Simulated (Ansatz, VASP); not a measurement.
## H: VASP beside Ansatz

```
CELL_PARAMETERS angstrom
2.62348 -2.56690 0.00000
2.62348 2.56690 0.00000
0.00000 0.00000 4.14182
ATOMIC_POSITIONS crystal
H 0.92471 0.01812 0.14094
H 0.45330 0.54670 0.43149
H 0.54670 0.45330 0.56851
H 0.04670 0.95330 0.93149
```

Alike in both runs: task single point; functional LDA; k mesh 6 × 6 × 6; occupations gaussian, width 0.05 eV; no spin polarisation.

|  | VASP | Ansatz |
| --- | --- | --- |
| version | VASP 6.6.1 | Ansatz 0.2.0 |
| potentials or method | VASP PAW LDA potentials, release 64 (H), cutoff 520 eV | scalar-relativistic, plane waves, PAW |
| valence electrons in the cell | 4 | 4 |

|  | VASP | Ansatz | Ansatz less VASP |
| --- | --- | --- | --- |
| gap on the k mesh at the Fermi level (eV) | 6.74 | 6.74 | +0.004 |
| least direct gap on the mesh (eV) | 7.05 | 7.05 | +0.003 |
| pressure (GPa) | -3.8 | -3.6 | +0.12 |
| traceless stress, the component that is largest in VASP (GPa) | -5.48 | -5.50 | -0.018 |
| rms of the force components (eV/Å) | 1.594 | 1.598 | +0.0033 |

LDA's correlation is that of Perdew and Zunger in VASP and of Perdew and Wang (1992) in Ansatz. Atom by atom the forces differ by 0.006 eV/Å (rms over components).
